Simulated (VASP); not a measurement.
## Br: single point with PBE

Crystal: Br.

```
CELL_PARAMETERS angstrom
3.37640 0.00000 0.00000
-1.68820 2.92405 0.00000
0.00000 0.00000 2.53038
ATOMIC_POSITIONS crystal
Br 0.00000 0.00000 0.00000
```

```
Program             : VASP 6.6.1
Task                : single point
Functional          : PBE
Potentials or basis : VASP PAW PBE potentials, release 64 (Br)
Cutoff              : 520 eV
k mesh              : 15 × 15 × 14
Occupations         : fermi-dirac, width 0.1 eV
Spin                : no spin polarisation
```

```yaml
Pressure: 8.4 GPa
```

Levels at points of the mesh, in eV from the Fermi level:
| k point | band 1 | band 2 | band 3 | band 4 | band 5 | band 6 | band 7 | band 8 |
| --- | --- | --- | --- | --- | --- | --- | --- | --- |
| (0.00, 0.00, 0.00) | -16.83 | -1.23 | -1.23 | 3.62 | 5.87 | 10.74 | 10.74 | 11.91 |
| (0.00, 0.00, 0.50) | -13.67 | -7.21 | 0.92 | 0.92 | 11.10 | 11.68 | 12.13 | 12.13 |

Wall time 17 s on 1 thread of Intel(R) Xeon(R) 6975P-C (Granite Rapids) (shared host), peak memory 0.17 GiB.

Caveat: an odd number of electrons without spin polarisation forces a metal; a magnetic or distorted state may lie lower.
